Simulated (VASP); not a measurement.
Write the native input for VASP 6.6.1 that does the following.

| Quantity | Value |
| --- | --- |
| Task | single point |
| Functional | PBE |
| Potentials or basis | VASP PAW PBE potentials, release 64 (Sr_sv, Ti_sv, O) |
| Cutoff | 520 eV |
| k mesh | 4 × 4 × 4 |
| Occupations | gaussian, width 0.01 eV |
| Spin | no spin polarisation |
| Dipole correction | no |
| Further INCAR settings | ALGO = Normal; EDIFF = 1e-06; NBANDS = 28; ISYM = 0 |

The structure of SrTiO3 lies in POSCAR:

```
SrTiO3
1.0
    3.9068515029      0.0000000000      0.0000000000
    0.0000000000      3.9068515029      0.0000000000
    0.0000000000      0.0000000000      3.9068515029
Sr Ti O
1 1 3
Direct
    0.0000000000      0.0000000000      0.0000000000
    0.5000000000      0.5000000000      0.5000000000
    0.5000000000      0.0000000000      0.5000000000
    0.5000000000      0.5000000000      0.0000000000
    0.0000000000      0.5000000000      0.5000000000
```

One way to write it, as run:

INCAR

```
PREC = Accurate
ENCUT = 520
EDIFF = 1E-6
ISMEAR = 0
SIGMA = 0.01
LREAL = F
LASPH = T
NELM = 80
ALGO = Normal
ISIF = 2
LWAVE = F
LCHARG = F
GGA = PE
NBANDS = 28
ISYM = 0
```

KPOINTS

```
regular mesh
0
Gamma
  4 4 4
```

Potentials or basis: VASP PAW PBE potentials, release 64 (Sr_sv, Ti_sv, O).

The run is started by

```console
$ cat potpaw_PBE.64/Sr_sv/POTCAR potpaw_PBE.64/Ti_sv/POTCAR potpaw_PBE.64/O/POTCAR > POTCAR
$ mpirun -np 1 vasp_std > vasp.out
```

Results of the run:

```
Pressure               : 4.8 GPa
Band gap on the k mesh : 1.83 eV, indirect (least direct gap 2.19 eV)
```

It took 59 s on 1 thread of Intel Xeon 6975P-C (shared host), peak memory 0.21 GiB.
